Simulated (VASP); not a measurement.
# HgSe (F-43m) in VASP: settings compared, part 2 of 2

VASP 6.6.1. The steps go on from the part before.

### 3 Relaxation of cell and atoms, BLYP

This run uses another cell than the first one, of 28.07 Å³/atom, 0.955 times its volume.

Contents of INCAR:

```
  PREC = Accurate
  ENCUT = 500
  EDIFF = 1E-7
  ISMEAR = -1
  SIGMA = 0.05
  LREAL = False
  LASPH = True
  NELM = 120
  ALGO = Normal
  ISIF = 3
  LWAVE = False
  LCHARG = False
  GGA = B5
  ALDAX = 1.0
  AGGAX = 1.0
  AGGAC = 1.0
  ALDAC = 0.0
  IBRION = 2
  NSW = 80
  EDIFFG = -0.005
  GGA_COMPAT = False
  NELMIN = 4
```

Contents of KPOINTS:

```
regular mesh
0
Gamma
  8 8 8
```

Contents of POSCAR:

```
HgSe
1.0
    0.0000000000      3.0390000000      3.0390000000
    3.0390000000      0.0000000000      3.0390000000
    3.0390000000      3.0390000000      0.0000000000
Hg Se
1 1
Direct
    0.0000000000      0.0000000000      0.0000000000
    0.7500000000      0.7500000000      0.7500000000
```

Potentials or basis: VASP PAW PBE potentials, release 64 (Hg, Se).

Run with:

```
cat potpaw_PBE.64/Hg/POTCAR potpaw_PBE.64/Se/POTCAR > POTCAR
mpirun -np 1 vasp_std > vasp.out
```

Wall time 2 min (1 thread of Intel Xeon Platinum 8375C at 2.90GHz (Ice Lake), shared host); peak memory 0.2 GiB.

It converged, with:

- Free energy: -3.1920 eV
- Relaxed volume: 33.30 Å³/atom
- Relaxed cell: a = 4.550 Å, b = 4.550 Å, c = 4.550 Å, α = 60.00°, β = 60.00°, γ = 60.00°
- Space group after relaxing (to 0.05 Å): F-43m (No. 216)
- Energy gained by relaxing: 123.4 meV/atom
- Ionic steps: 5
- Pressure after relaxing: 0.0 GPa
- Band gap on the k mesh: zero (filled and empty bands touch)

Step by step:
```
step  energy change (eV)  largest force (eV/Å)  pressure (GPa)  volume (Å³)
   1              0.0000                0.0000            8.96        56.13
   2             -0.2314                0.0000           -1.43        69.88
   3             -0.2467                0.0000            0.07        66.48
   4             -0.2467                0.0000           -0.04        66.70
   5             -0.2467                0.0000            0.00        66.61
```

Final structure:
```cif
data_structure
_symmetry_space_group_name_H-M 'P 1'
_symmetry_Int_Tables_number 1
_cell_length_a 4.5501
_cell_length_b 4.5501
_cell_length_c 4.5501
_cell_angle_alpha 60.000
_cell_angle_beta 60.000
_cell_angle_gamma 60.000
_cell_volume 66.61
loop_
_atom_site_label
_atom_site_type_symbol
_atom_site_fract_x
_atom_site_fract_y
_atom_site_fract_z
_atom_site_occupancy
Hg1 Hg 0.00000 0.00000 0.00000 1
Se1 Se 0.75000 0.75000 0.75000 1
```

Levels at points of the mesh, in eV from the Fermi level:
| k point | band 5 | band 6 | band 7 | band 8 | band 9 | band 10 | band 11 | band 12 | band 13 |
| --- | --- | --- | --- | --- | --- | --- | --- | --- | --- |
| (0.00, 0.00, 0.00) | -5.91 | -5.91 | -1.28 | -0.08 | -0.08 | -0.08 | 5.58 | 5.58 | 5.58 |
| (0.50, 0.00, 0.00) | -5.88 | -5.71 | -4.52 | -0.76 | -0.76 | 0.95 | 6.22 | 6.22 | 6.49 |
| (0.50, 0.50, 0.00) | -5.84 | -5.68 | -4.39 | -1.72 | -1.72 | 2.45 | 3.32 | 8.10 | 8.90 |

Caveat: the volume moved by over 15 % at a fixed basis, so the end points are rough; the PAW data sets were made with another functional, which shifts forces and pressure a little; spin-orbit coupling is left out, which moves the levels of the heavy elements; the volume moved by +19 % from the deposited cell, more than functionals usually miss.

### 4 Relaxation of cell and atoms, PBE+D4

This run uses another cell than the first one, of 28.07 Å³/atom, 0.955 times its volume.

Contents of INCAR:

```
PREC = Accurate
ENCUT = 500
EDIFF = 1E-7
ISMEAR = -1
SIGMA = 0.05
LREAL = False
LASPH = True
NELM = 120
ALGO = Normal
ISIF = 3
LWAVE = False
LCHARG = False
GGA = PE
IVDW = 13
IBRION = 2
NSW = 80
EDIFFG = -0.005
GGA_COMPAT = False
NELMIN = 4
```

Contents of KPOINTS:

```
Automatic mesh
0
Gamma
  8 8 8
```

POSCAR is that of step 3.

Potentials or basis: VASP PAW PBE potentials, release 64 (Hg, Se).

Run with:

```
cat potpaw_PBE.64/Hg/POTCAR potpaw_PBE.64/Se/POTCAR > POTCAR
mpirun -np 1 vasp_std > vasp.out
```

OUTCAR:

```text
PREC = Accurate
   ENCUT = 500
   EDIFF = 1E-7
   ISMEAR = -1
   LREAL = False
   LASPH = True
   NELM = 120
   ISIF = 3
   GGA = PE
   IVDW = 13
   IBRION = 2
   NSW = 80
   EDIFFG = -0.005
   NELMIN = 4

 ion  position               nearest neighbor table
   1  0.000  0.000  0.000-   2 2.63   2 2.63   2 2.63   2 2.63
   2  0.750  0.750  0.750-   1 2.63   1 2.63   1 2.63   1 2.63

  LATTYP: Found a face centered cubic cell.
 ALAT       =     6.0780000000

  Lattice vectors:

 A1 = (   0.0000000000,   3.0390000000,   3.0390000000)
 A2 = (   3.0390000000,   0.0000000000,   3.0390000000)
 A3 = (   3.0390000000,   3.0390000000,   0.0000000000)

Analysis of symmetry for initial positions (statically):
=====================================================================
 Subroutine PRICEL returns:
 Original cell was already a primitive cell.

 Routine SETGRP: Setting up the symmetry group for a
[... 254 lines left out ...]
  free energy    TOTEN  =        -4.07222436 eV

  energy without entropy =       -4.07158045  energy(sigma->0) =       -4.07190240

 E-fermi :   1.3454     XC(G=0):  -8.8173

 val. band max:        1.2846600367   @ k =   0.0000   0.0000   0.0000
 cond. band min:       1.8678981535   @ k =   0.1250   0.0000   0.0000
 fundamental gap:      0.5832381168
 Fermi energy:         1.3454159054

 k-point     1 :       0.0000    0.0000    0.0000
  band No.  band energies     occupation
      1     -11.8406      2.00000
      2      -5.6004      2.00000
      3      -5.6004      2.00000
      4      -5.6004      2.00000
      5      -4.9385      2.00000
      6      -4.9385      2.00000
      7       0.2856      2.00000
      8       1.2847      1.54241
      9       1.2847      1.54241
     10       1.2847      1.54241
     11       6.8350      0.00000
     12       6.8350      0.00000
     13       6.8350      0.00000
[... 354 lines left out ...]
  band No.  band energies     occupation
      1     -11.3465      2.00000
      2      -5.3966      2.00000
      3      -5.3487      2.00000
      4      -4.9795      2.00000
      5      -4.9195      2.00000
      6      -4.5819      2.00000
      7      -3.6983      2.00000
      8      -0.8878      2.00000
      9      -0.0824      2.00000
     10       3.8551      0.00000
     11       6.6448      0.00000
     12       7.5524      0.00000
     13       8.9732      0.00000

 [... further k-points ...]

------------------------ aborting loop because EDIFF is reached ----------------------------------------

  DFT-D4 for vdW energy calculation

  Edisp (eV):   -0.65872
[... 25 lines left out ...]
  FREE ENERGIE OF THE ION-ELECTRON SYSTEM (eV)
  ---------------------------------------------------
  free  energy   TOTEN  =        -4.7309422721 eV

  energy  without entropy=       -4.7302983641  energy(sigma->0) =       -4.73062032

 reached required accuracy - stopping structural energy minimisation
```

Wall time 77 s (1 thread of Intel Xeon Platinum 8375C at 2.90GHz (Ice Lake), shared host); peak memory 0.2 GiB.

Results:

| Property | Result |
| --- | --- |
| Free energy | -4.7309 eV |
| Relaxed volume | 29.55 Å³/atom |
| Relaxed cell | a = 4.372 Å, b = 4.372 Å, c = 4.372 Å, α = 60.00°, β = 60.00°, γ = 60.00° |
| Space group after relaxing (to 0.05 Å) | F-43m (No. 216) |
| Energy gained by relaxing | 12.5 meV/atom |
| Ionic steps | 3 |
| Pressure after relaxing | 0.0 GPa |
| Band gap on the k mesh | zero (filled and empty bands touch) |
| Dispersion energy per atom | -0.329 eV |

The path:
| step | energy change (eV) | largest force (eV/Å) | pressure (GPa) | volume (Å³) |
| --- | --- | --- | --- | --- |
| 1 | 0.0000 | 0.0000 | 2.85 | 56.13 |
| 2 | -0.0216 | 0.0000 | -0.91 | 60.29 |
| 3 | -0.0250 | 0.0000 | 0.01 | 59.09 |

Final structure:
```xyz
2
Lattice="0.0000 3.0915 3.0915 3.0915 0.0000 3.0915 3.0915 3.0915 0.0000" Properties=species:S:1:pos:R:3 pbc="T T T"
Hg    0.0000    0.0000    0.0000
Se    4.6373    4.6373    4.6373
```

Caveat: spin-orbit coupling is left out, which moves the levels of the heavy elements; pairwise dispersion overbinds metals, which lowers pressure and volume. Zero-point motion and thermal expansion aren't in these numbers.

### 5 The runs side by side

```tsv
task	level	cell	gap on the mesh (eV)	pressure (GPa)	relaxed volume (Å³/atom)
single point	PBE+D4	a = 4.365 Å, angles 60.0°, 2 atoms	none	0.2	-
relaxation of cell and atoms	BLYP	relaxed from a = 4.298 Å, angles 60.0°, 2 atoms	none	0.0	33.30
relaxation of cell and atoms	PBE+D4	relaxed from a = 4.298 Å, angles 60.0°, 2 atoms	none	0.0	29.55
```

Alike in all rows: potentials or basis VASP PAW PBE potentials, release 64 (Hg, Se); no spin polarisation; k mesh 8 × 8 × 8; cutoff (eV) 500; smearing fermi-dirac 0.05 eV.

Caveats: spin-orbit coupling is left out, which moves the levels of the heavy elements; pairwise dispersion overbinds metals, which lowers pressure and volume (some runs); the volume moved by over 15 % at a fixed basis, so the end points are rough (some runs); the PAW data sets were made with another functional, which shifts forces and pressure a little (some runs); the volume moved by +19 % from the deposited cell, more than functionals usually miss (some runs).

Total energies depend on the potentials used, so only differences within one code and one set of settings carry meaning.
